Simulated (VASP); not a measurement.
Write the native input for VASP 6.6.1 that does the following.

```yaml
Task: single point
Functional: PBE
Potentials_or_basis: VASP PAW PBE potentials, release 64 (Ir, S)
Cutoff: 520 eV
k_mesh: 10 × 10 × 10
Occupations: gaussian, width 0.05 eV
Spin: no spin polarisation
Dipole_correction: no
Further_INCAR_settings: ALGO = Normal; EDIFF = 1e-06; NBANDS = 14
```

The structure of IrS lies in POSCAR:

```
IrS
1.0
    0.0000000000      2.7215994270      2.7215994270
    2.7215994270      0.0000000000      2.7215994270
    2.7215994270      2.7215994270      0.0000000000
Ir S
1 1
Direct
    0.0000000000      0.0000000000      0.0000000000
    0.2500000000      0.2500000000      0.2500000000
```

These files were run (other wordings do the same):

INCAR

```
SYSTEM = IrS
  PREC = Accurate
  ENCUT = 520
  EDIFF = 1E-6
  ISMEAR = 0
  SIGMA = 0.05
  LREAL = .FALSE.
  LASPH = .TRUE.
  NELM = 60
  ALGO = Normal
  ISIF = 2
  LWAVE = .FALSE.
  LCHARG = .FALSE.
  GGA = PE
  NBANDS = 14
```

KPOINTS

```
regular mesh
0
G
  10 10 10
  0 0 0
```

Potentials or basis: VASP PAW PBE potentials, release 64 (Ir, S).

Launch:

```sh
$ cat potpaw_PBE.64/Ir/POTCAR potpaw_PBE.64/S/POTCAR > POTCAR
$ mpirun -np 1 vasp_std > vasp.out
```

It gave:

```
Pressure               : -11.2 GPa
Band gap on the k mesh : zero (an odd number of electrons rules out a gap without spin polarisation)
```

Caveat: the cell stands under tension; spin-orbit coupling is left out, which moves the levels of the heavy elements.

Run time: 48 s on 1 thread of Intel Xeon 8259CL, with other jobs on the host, peak memory 0.19 GiB.
